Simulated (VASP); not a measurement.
Input of a VASP 6.6.1 run:

The input INCAR:

```
ALGO = Fast ; EDIFF = 1E-6
ENCUT = 520 ; GGA = PS
ISIF = 2 ; ISMEAR = -1
LASPH = True ; LCHARG = False
LREAL = False ; LWAVE = False
NBANDS = 23 ; NELM = 80
PREC = Accurate ; SIGMA = 0.05
```

File KPOINTS:

```
k-points
0
Gamma
  8 8 5
```

File POSCAR:

```
NiSb
1.0
    3.9280000000      0.0000000000      0.0000000000
   -1.9640000000      3.4017477861      0.0000000000
    0.0000000000      0.0000000000      5.1200000000
Sb Ni
2 2
Direct
    0.6666666667      0.3333333333      0.7500000000
    0.3333333333      0.6666666667      0.2500000000
    0.0000000000      0.0000000000      0.5000000000
    0.0000000000      0.0000000000      0.0000000000
```

Potentials or basis: VASP PAW PBE potentials, release 64 (Sb, Ni).

The run is started by

```bash
$ cat potpaw_PBE.64/Sb/POTCAR potpaw_PBE.64/Ni/POTCAR > POTCAR
$ mpirun -np 1 vasp_std > vasp.out
```

Predict the pressure.

-2.0 GPa.

Estimate the band gap on the k mesh.

zero (bands 15 and 16 overlap by 2.76 eV).

Stress tensor (GPa, compression positive):
```
-1.77  0.00  0.00
 0.00 -1.77  0.00
 0.00  0.00 -2.48
```

Caveat: the PAW data sets were made with another functional, which shifts forces and pressure a little; spin-orbit coupling is left out, which moves the levels of the heavy elements. Spin polarisation is off, so any magnetic state and its effect on volume and gap are missing.
